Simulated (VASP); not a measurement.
Write the native input for VASP 6.6.1 that does the following.

| Property | Result |
| --- | --- |
| Task | single point |
| Functional | HSE06 |
| Potentials or basis | VASP PAW PBE potentials, release 64 (Be, Te) |
| Cutoff | 520 eV |
| k mesh | 4 × 4 × 4 |
| Occupations | fermi-dirac, width 0.05 eV |
| Spin | no spin polarisation |
| Dipole correction | no |
| Grid for exact exchange (PRECFOCK) | Normal |
| Further INCAR settings | ALGO = Normal; EDIFF = 1e-06; NBANDS = 11 |
| Share of exact exchange | 0.25 |
| Screening parameter | 0.2079 1/Å |

The system is BeTe.

```
CELL_PARAMETERS angstrom
1.79325 -4.42522 0.00000
1.79325 4.42522 0.00000
0.00000 0.00000 3.52166
ATOMIC_POSITIONS crystal
Be 0.50000 0.50000 0.50000
Te 0.00000 0.00000 0.00000
```

The input as run:

POSCAR

```
BeTe
1.0
    1.7932466658     -4.4252150936      0.0000000000
    1.7932466658      4.4252150936      0.0000000000
    0.0000000000      0.0000000000      3.5216611940
Be Te
1 1
Direct
    0.5000000000      0.5000000000      0.5000000000
    0.0000000000      0.0000000000      0.0000000000
```

INCAR.step1

```
PREC = Accurate ; ENCUT = 520
EDIFF = 1E-5 ; ISMEAR = -1
SIGMA = 0.05 ; LREAL = False
LASPH = True ; NELM = 80
ALGO = Normal ; ISIF = 2
LWAVE = True ; GGA = PE
NBANDS = 11
```

INCAR.step2

```
PREC = Accurate ; ENCUT = 520
EDIFF = 1E-6 ; ISMEAR = -1
SIGMA = 0.05 ; LREAL = False
LASPH = True ; NELM = 80
ALGO = Normal ; ISIF = 2
LWAVE = False ; LCHARG = True
GGA = PE ; LHFCALC = True
HFSCREEN = 0.2079 ; PRECFOCK = Normal
LELF = True ; LVHAR = True
ISTART = 1 ; NBANDS = 11
```

KPOINTS

```
regular mesh
0
Gamma
  4 4 4
```

Potentials or basis: VASP PAW PBE potentials, release 64 (Be, Te).

Run with:

```bash
$ cat potpaw_PBE.64/Be/POTCAR potpaw_PBE.64/Te/POTCAR > POTCAR
$ cp INCAR.step1 INCAR
$ mpirun -np 1 vasp_std > vasp.out
$ cp INCAR.step2 INCAR
$ mpirun -np 1 vasp_std > vasp.out
```

Results of the run:

* Pressure: -0.1 GPa
* Band gap on the k mesh: zero (bands 4 and 5 overlap by 1.60 eV)

Caveat: the k points lie up to 0.47 Å⁻¹ apart, too coarse for converged energies and pressures of a metal; the PAW data sets were made with another functional, which shifts forces and pressure a little; spin-orbit coupling is left out, which moves the levels of the heavy elements.

Run time: 15 min on 1 thread of Intel(R) Xeon(R) Platinum 8488C (Sapphire Rapids) (shared host), peak memory 0.29 GiB.
